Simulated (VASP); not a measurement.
# Sc3BN2 (P6/mmm) in VASP: further runs, part 2 of 2

VASP 6.6.1. The steps go on from the part before.

## (3) Relaxation of cell and atoms, PBE

This run uses another cell than the first one, of 14.50 Å³/atom.

The input, INCAR:

```
SYSTEM = Sc3BN2
  PREC = Accurate
  ENCUT = 600
  EDIFF = 1E-6
  ISMEAR = 0
  SIGMA = 0.1
  LREAL = .FALSE.
  LASPH = .TRUE.
  NELM = 80
  ALGO = Normal
  ISIF = 3
  LWAVE = .FALSE.
  LCHARG = .FALSE.
  GGA = PE
  IBRION = 2
  NSW = 90
  EDIFFG = -0.04
```

The input, KPOINTS:

```
regular mesh
0
G
  6 6 4
  0 0 0
```

The input, POSCAR:

```
Sc3BN2
1.0
    4.9330530500      0.0000000000      0.0000000000
   -2.4665265300      4.2721492600      0.0000000000
    0.0000000000      0.0000000000      4.1279423100
Sc B N
3 1 2
Direct
    0.5000000000      0.0000000000      0.0000000000
    0.0000000000      0.5000000000      0.0000000000
    0.5000000000      0.5000000000      0.0000000000
    0.0000000000      0.0000000000      0.0000000000
    0.0000000000      0.0000000000      0.3390704000
    0.0000000000      0.0000000000      0.6609296000
```

Potentials or basis: VASP PAW PBE potentials, release 64 (Sc_sv, B, N).

Launch:

```console
cat potpaw_PBE.64/Sc_sv/POTCAR potpaw_PBE.64/B/POTCAR potpaw_PBE.64/N/POTCAR > POTCAR
mpirun -np 1 vasp_std > vasp.out
```

OUTCAR:

```text
SYSTEM = Sc3BN2
   PREC = Accurate
   ENCUT = 600
   EDIFF = 1E-6
   ISMEAR = 0
   LREAL = .FALSE.
   LASPH = .TRUE.
   NELM = 80
   ISIF = 3
   GGA = PE
   IBRION = 2
   NSW = 90
   EDIFFG = -0.04

 ion  position               nearest neighbor table
   1  0.500  0.000  0.000-   2 2.47   2 2.47   4 2.47   4 2.47   3 2.47   3 2.47
   2  0.000  0.500  0.000-   1 2.47   1 2.47   3 2.47   3 2.47   4 2.47   4 2.47
   3  0.500  0.500  0.000-   4 2.47   4 2.47   2 2.47   2 2.47   1 2.47   1 2.47
   4  0.000  0.000  0.000-   5 1.40   6 1.40   3 2.47   3 2.47   1 2.47   1 2.47   2 2.47   2 2.47

   5  0.000  0.000  0.339-   6 1.33   4 1.40
   6  0.000  0.000  0.661-   5 1.33   4 1.40

  LATTYP: Found a hexagonal cell.
 ALAT       =     4.9330530500
 C/A-ratio  =     0.8367926045

  Lattice vectors:

 A1 = (   4.9330530500,   0.0000000000,   0.0000000000)
 A2 = (  -2.4665265300,   4.2721492600,   0.0000000000)
 A3 = (   0.0000000000,   0.0000000000,   4.1279423100)

Analysis of symmetry for initial positions (statically):
=====================================================================
 Subroutine PRICEL returns:
 Original cell was already a primitive cell.

 Routine SETGRP: Setting up the symmetry group for a
 hexagonal supercell.

 Subroutine GETGRP returns: Found 24 space group operations
 (whereof 24 operations were pure point group operations)
 out of a pool of 24 trial point group operations.
[... 155 lines left out ...]
 maximum number of plane-waves:      2934
 NGX is ok and might be reduce to    40
   NGX = 19   NGY = 19   NGZ = 17

--------------------------------------- Ionic step        1  -------------------------------------------

 number of electron      46.0000004 magnetization

 Free energy of the ion-electron system (eV)
  ---------------------------------------------------
  ext. energy  EPLUGINS =         0.00000000
  ---------------------------------------------------
  free energy    TOTEN  =       -34.53060958 eV

  energy without entropy =      -34.49843767  energy(sigma->0) =      -34.51452363

 E-fermi :   5.1162     XC(G=0): -10.3987

 val. band max:        5.1084319503   @ k =   0.5000   0.0000   0.0000
 cond. band min:       5.1560718142   @ k =   0.3333   0.1667   0.5000
 fundamental gap:      0.0476398639
 Fermi energy:         5.1162069441
[... 1378 lines left out ...]
  FREE ENERGIE OF THE ION-ELECTRON SYSTEM (eV)
  ---------------------------------------------------
  free  energy   TOTEN  =       -36.4736641088 eV

  energy  without entropy=      -36.4447290464  energy(sigma->0) =      -36.45919658

[... ionic steps 4 to 10 ...]

--------------------------------------- Ionic step       11  -------------------------------------------

 number of electron      46.0000019 magnetization

------------------------ aborting loop because EDIFF is reached ----------------------------------------
[... 75 lines left out ...]
--------------------------------------- Ionic step       13  -------------------------------------------

 number of electron      46.0000021 magnetization

 Free energy of the ion-electron system (eV)
  ---------------------------------------------------
  ext. energy  EPLUGINS =         0.00000000
  ---------------------------------------------------
  free energy    TOTEN  =       -37.17231812 eV

  energy without entropy =      -37.12534906  energy(sigma->0) =      -37.14883359

 E-fermi :   3.5336     XC(G=0):  -9.3287

 val. band max:        3.5137380433   @ k =   0.3333   0.1667   0.0000
 cond. band min:       3.5394850154   @ k =   0.5000   0.0000   0.2500
 fundamental gap:      0.0257469721
 Fermi energy:         3.5336171075
[... 661 lines left out ...]
  FREE ENERGIE OF THE ION-ELECTRON SYSTEM (eV)
  ---------------------------------------------------
  free  energy   TOTEN  =       -37.1723181187 eV

  energy  without entropy=      -37.1253490590  energy(sigma->0) =      -37.14883359

 reached required accuracy - stopping structural energy minimisation
```

CONTCAR:

```text
Sc3BN2
   1.00000000000000
     5.8476359432919525   -0.0000000011238302   -0.0000000000000000
    -2.9238179785462362    5.0642012802973992   -0.0000000000000000
    -0.0000000000000000    0.0000000000000000    3.8873511826556681
  Sc              B               N
     3     1     2
Direct
     0.5000000000000000    0.0000000000000000    0.0000000000000000
     0.0000000000000000    0.5000000000000000    0.0000000000000000
     0.5000000000000000    0.5000000000000000    0.0000000000000000
     0.0000000000000000    0.0000000000000000    0.0000000000000000
     0.0000000000000000    0.0000000000000000    0.3387942978125059
     0.0000000000000000    0.0000000000000000    0.6612057021874940

  0.00000000E+00  0.00000000E+00  0.00000000E+00
  0.00000000E+00  0.00000000E+00  0.00000000E+00
  0.00000000E+00  0.00000000E+00  0.00000000E+00
  0.00000000E+00  0.00000000E+00  0.00000000E+00
  0.00000000E+00  0.00000000E+00  0.00000000E+00
  0.00000000E+00  0.00000000E+00  0.00000000E+00
```

Run time: 8.6 min. Hardware: 1 thread of AMD EPYC 7R13 (Zen 3), shared host; peak memory 0.24 GiB.

Results:

```yaml
Free_energy: -37.1723 eV
Relaxed_volume: 19.19 Å³/atom
Relaxed_cell: a = 5.848 Å, b = 5.848 Å, c = 3.887 Å, α = 90.00°, β = 90.00°, γ = 120.00°
Space_group_after_relaxing_to_0.1_Å: P6/mmm (No. 191)
Energy_gained_by_relaxing: 440.3 meV/atom
Ionic_steps: 13
Pressure_after_relaxing: 0.0 GPa
Largest_force_after_relaxing: 0.024 eV/Å
Band_gap_on_the_k_mesh: zero (bands 23 and 24 overlap by 0.89 eV)
```

Forces in eV/Å, atoms in the order of the input:
```
Sc   0.000  0.000  0.000
Sc   0.000  0.000  0.000
Sc   0.000  0.000  0.000
B    0.000  0.000  0.000
N    0.000  0.000  0.024
N    0.000  0.000 -0.024
```

The path:
```tsv
step	energy change (eV)	largest force (eV/Å)	pressure (GPa)	volume (Å³)
1	0.0000	1.2801	15.45	87.00
2	-1.9431	7.8870	4.38	105.11
3	-1.9431	7.8895	4.41	105.12
4	-2.5969	0.2973	-1.49	114.66
5	-2.5994	0.8510	-1.73	115.50
6	-2.5995	0.7122	-1.67	115.29
7	-2.6332	0.3852	-0.99	115.77
8	-2.6403	0.1497	-0.46	116.08
9	-2.6403	0.1375	-0.43	116.10
10	-2.6409	0.0811	-0.33	115.83
11	-2.6410	0.1250	-0.32	115.78
12	-2.6415	0.0503	-0.16	115.44
13	-2.6417	0.0235	-0.01	115.12
```

Final structure:
```yaml
crystal:
  lattice:
    - [5.84764, 0.00000, 0.00000]
    - [-2.92382, 5.06420, 0.00000]
    - [0.00000, 0.00000, 3.88735]
  atoms:
    - { symbol: Sc, position: [0.50000, 0.00000, 0.00000] }
    - { symbol: Sc, position: [0.00000, 0.50000, 0.00000] }
    - { symbol: Sc, position: [0.50000, 0.50000, 0.00000] }
    - { symbol: B, position: [0.00000, 0.00000, 0.00000] }
    - { symbol: N, position: [0.00000, 0.00000, 0.33879] }
    - { symbol: N, position: [0.00000, 0.00000, 0.66121] }
```

Levels at points of the mesh, in eV from the Fermi level:
| k point | band 19 | band 20 | band 21 | band 22 | band 23 | band 24 | band 25 | band 26 | band 27 |
| --- | --- | --- | --- | --- | --- | --- | --- | --- | --- |
| (0.00, 0.00, 0.00) | -0.87 | -0.87 | -0.84 | -0.84 | -0.69 | -0.11 | 0.32 | 0.89 | 0.89 |
| (0.50, 0.00, 0.00) | -1.66 | -0.65 | -0.50 | -0.42 | 0.27 | 0.30 | 0.55 | 0.72 | 0.82 |
| (0.00, 0.00, 0.50) | -4.57 | -2.39 | -1.08 | -0.73 | -0.50 | -0.50 | -0.46 | 0.67 | 0.67 |
| (0.50, 0.00, 0.50) | -4.81 | -0.99 | -0.88 | -0.36 | 0.04 | 0.04 | 0.40 | 0.85 | 1.03 |

Caveat: the k points lie up to 0.40 Å⁻¹ apart in the final cell, too coarse for converged energies and pressures of a metal; the volume moved by over 15 % at a fixed basis, so the end points are rough.

The gap in the log of VASP goes by the Fermi energy; the results here count the filled bands.